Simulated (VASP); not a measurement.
A run of VASP 6.6.1 is set up as follows.

The input INCAR:

```
  PREC = Accurate
  ENCUT = 520
  EDIFF = 1E-6
  ISMEAR = 0
  SIGMA = 0.15
  LREAL = False
  LASPH = True
  NELM = 80
  ALGO = Fast
  ISIF = 2
  LWAVE = False
  LCHARG = False
  NBANDS = 12
```

File KPOINTS:

```
Automatic mesh
0
Gamma
  20 20 20
```

The input POSCAR:

```
Ag
1.0
    0.0000000000      2.3111547200      2.0431000000
    2.3111547200      0.0000000000      2.0431000000
    2.3111547200      2.3111547200      0.0000000000
Ag
1
Direct
    0.0000000000      0.0000000000      0.0000000000
```

Potentials or basis: VASP PAW LDA potentials, release 64 (Ag).

The run is started by

```bash
$ cat potpaw_LDA.64/Ag/POTCAR > POTCAR
$ mpirun -np 1 vasp_std > vasp.out
```

Task: Estimate the pressure.

Result: -17.4 GPa.

Stress tensor (GPa, compression positive):
```
-17.63   0.00   0.00
  0.00 -17.63   0.00
  0.00   0.00 -16.85
```

Caveat: the cell differs from its parent crystal (strain +0.1312 x Voigt [1, 1, 0, 0, 0, 0]).
